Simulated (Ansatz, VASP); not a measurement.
# One calculation of Cr, two programs

File INCAR:

```
PREC     = Accurate       # precision mode
ENCUT    = 600            # plane-wave cutoff, eV
EDIFF    = 1E-6           # SCF threshold, eV
ISMEAR   = 0              # smearing method
SIGMA    = 0.1            # smearing width, eV
LREAL    = F              # projectors in reciprocal space
LASPH    = T              # aspherical terms in the spheres
NELM     = 100            # most SCF steps
ALGO     = Normal         # electronic algorithm
ISIF     = 3              # what is computed and relaxed
LWAVE    = F              # write WAVECAR
LCHARG   = F              # write CHGCAR
GGA      = PE             # functional
IBRION   = 2              # ionic algorithm
NSW      = 90             # ionic steps
EDIFFG   = -0.04          # ionic threshold
```

KPOINTS

```
regular mesh
0
Gamma
  9 9 8
```

File POSCAR:

```
Cr
1.0
    2.5424558388      0.0000000000      0.0000000000
   -1.2712279194      2.2018313444      0.0000000000
    0.0000000000      0.0000000000      2.3756071744
Cr
1
Direct
    0.0000000000      0.0000000000      0.0000000000
```

Input for Ansatz:

```yaml
crystal:
  lattice:
    - [2.5424558388, 0.0, 0.0]
    - [-1.2712279194, 2.2018313444, 0.0]
    - [0.0, 0.0, 2.3756071744]
  atoms:
    - { symbol: Cr, position: [0.0, 0.0, 0.0] }
basis:
  ecutwfc: 420
kpoints:
  mp_grid: { grid: [9, 9, 8] }
hamiltonian:
  xc: pbe
scf:
  occupations: { method: gaussian, width: 0.1 }
  lower_state_search: "off"
output:
  forces: true
  stress: true
  eigenvalues: true
relax:
  adjacent_minimum: "off"
  f_tol: 0.04
  max_steps: 70
  cell: { stress_tol: 0.4 }
```

Alike in both runs: task relaxation of cell and atoms; functional PBE; k mesh 9 × 9 × 8; occupations gaussian, width 0.1 eV; no spin polarisation.

|  | VASP | Ansatz |
| --- | --- | --- |
| version | VASP 6.6.1 | Ansatz 0.2.0 |
| potentials or method | VASP PAW PBE potentials, release 64 (Cr_pv), cutoff 600 eV | scalar-relativistic, plane waves, PAW |
| valence electrons in the cell | 12 | 14 |

Ansatz gave:

```
gap on the k mesh at the Fermi level, each at its own relaxed structure (eV) : none
relaxed volume (Å³/atom)                                                     : 12.36
relaxed length of the cell vector where the two differ most in proportion (Å)              : 2.497
```

Problem. Estimate VASP's values.

Solution. gap on the k mesh at the Fermi level, each at its own relaxed structure (eV): none; relaxed volume (Å³/atom): 12.33; relaxed length of the cell vector where the two differ most in proportion (Å): 2.495.

A gap of «none» marks a metal or a gap that the smearing closes. VASP's potentials hold 12 valence electrons a cell and Ansatz's 14, so a difference there can come from the potentials and not from the codes.
